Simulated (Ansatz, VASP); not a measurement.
## MnO2 in VASP and in Ansatz

Contents of INCAR:

```
SYSTEM = MnO2
PREC = Accurate
ENCUT = 520
EDIFF = 1E-6
ISMEAR = -1
SIGMA = 0.02
LREAL = .False.
LASPH = .True.
NELM = 80
ALGO = Normal
ISIF = 2
LWAVE = .False.
LCHARG = .False.
GGA = PE
NBANDS = 34
```

File KPOINTS:

```
Automatic mesh
0
Gamma
  5 5 7
  0 0 0
```

File POSCAR:

```
MnO2
1.0
    4.3983000000      0.0000000000      0.0000000000
    0.0000000000      4.3983000000      0.0000000000
    0.0000000000      0.0000000000      2.8730000000
Mn O
2 4
Direct
    0.0000000000      0.0000000000      0.0000000000
    0.5000000000      0.5000000000      0.5000000000
    0.3051500000      0.3051500000      0.0000000000
    0.1948500000      0.8051500000      0.5000000000
    0.6948500000      0.6948500000      0.0000000000
    0.8051500000      0.1948500000      0.5000000000
```

Input for Ansatz:

```yaml
crystal:
  lattice:
    - [4.3983, 0.0, 0.0]
    - [0.0, 4.3983, 0.0]
    - [0.0, 0.0, 2.873]
  atoms:
    - { symbol: Mn, position: [0.0, 0.0, 0.0] }
    - { symbol: Mn, position: [0.5, 0.5, 0.5] }
    - { symbol: O, position: [0.30515, 0.30515, 0.0] }
    - { symbol: O, position: [0.19485, 0.80515, 0.5] }
    - { symbol: O, position: [0.69485, 0.69485, 0.0] }
    - { symbol: O, position: [0.80515, 0.19485, 0.5] }
hamiltonian:
  xc: pbe
  pseudopotentials: { kind: paw }
basis:
  ecutwfc: 420
kpoints:
  mp_grid: { grid: [5, 5, 7] }
scf:
  occupations: { method: fermi_dirac, width: 0.02 }
  lower_state_search: "off"
  algorithm: density_mixing
  max_iter: 50
  mixing: { algorithm: broyden, beta: 0.5, preconditioner: ldos }
output:
  forces: true
  stress: true
```

Alike in both runs: task single point; functional PBE; k mesh 5 × 5 × 7; occupations fermi-dirac, width 0.02 eV; no spin polarisation.

|  | VASP | Ansatz |
| --- | --- | --- |
| version | VASP 6.6.1 | Ansatz 0.2.0 |
| potentials or method | VASP PAW PBE potentials, release 64 (Mn_pv, O), cutoff 520 eV | PAW, plane waves, scalar-relativistic |
| valence electrons in the cell | 50 | 54 |

```csv
,VASP,Ansatz,Ansatz less VASP
pressure (GPa),-5.4,-6.4,-0.93
"traceless stress, the component that is largest in VASP (GPa)",-4.29,-4.65,-0.363
rms of the force components (eV/Å),0.160,0.148,-0.0122
```

Atom by atom the forces differ by 0.012 eV/Å (rms over components). VASP's potentials hold 50 valence electrons a cell and Ansatz's 54, so a difference there can come from the potentials and not from the codes.
